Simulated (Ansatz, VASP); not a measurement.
## One calculation of Sr, two programs

File INCAR:

```
PREC = Accurate ; ENCUT = 520
EDIFF = 1E-8 ; ISMEAR = -1
SIGMA = 0.08 ; LREAL = False
LASPH = True ; NELM = 60
ALGO = Normal ; ISIF = 2
LWAVE = False ; LCHARG = False
LEFG = True ; NBANDS = 17
```

File KPOINTS:

```
regular mesh
0
Gamma
  10 10 5
```

The input POSCAR:

```
Sr
1.0
    4.3100002207      0.0000000000      0.0000000000
   -2.1550001104      3.7325696814      0.0000000000
    0.0000000000      0.0000000000      6.9090000000
Sr
2
Direct
    0.3333333333      0.6666666667      0.2500000000
    0.6666666667      0.3333333333      0.7500000000
```

Input for Ansatz:

```yaml
crystal:
  lattice:
    - [4.3100002207, 0.0, 0.0]
    - [-2.1550001104, 3.7325696814, 0.0]
    - [0.0, 0.0, 6.909]
  atoms:
    - { symbol: Sr, position: [0.3333333333, 0.6666666667, 0.25] }
    - { symbol: Sr, position: [0.6666666667, 0.3333333333, 0.75] }
kpoints:
  mp_grid: { grid: [10, 10, 5] }
scf:
  occupations: { method: fermi_dirac, width: 0.08 }
hamiltonian:
  xc: lda
  pseudopotentials: { kind: paw }
output:
  forces: true
  stress: true
  eigenvalues: true
  efg: { contact_densities: true }
  write_density: true
  write_potential: true
  elf: true
  volumetric_format: npy
```

Change from the starting cell: zz strain of -2 %, PAW files.

Alike in both runs: task electric field gradients; functional LDA; k mesh 10 × 10 × 5; occupations fermi-dirac, width 0.08 eV; no spin polarisation.

```csv
,VASP,Ansatz
version,VASP 6.6.1,Ansatz 0.2.0
potentials or method,"VASP PAW LDA potentials, release 64 (Sr_sv)","PAW with Ansatz's default frozen-core files, scalar-relativistic"
plane-wave cutoff (eV),520,420
valence electrons in the cell,20,20
```

Ansatz gave:

```
pressure (GPa)                                                : -1.4
traceless stress, the component that is largest in VASP (GPa) : 0.26
size of Vzz on the site where it differs most (V/Å²)          : 1.6
```

Problem. Estimate VASP's values.

Solution. Pressure (GPa): -1.4; traceless stress, the component that is largest in VASP (GPa): 0.26; size of Vzz on the site where it differs most (V/Å²): 1.8.

LDA's correlation is that of Perdew and Zunger in VASP and of Perdew and Wang (1992) in Ansatz.
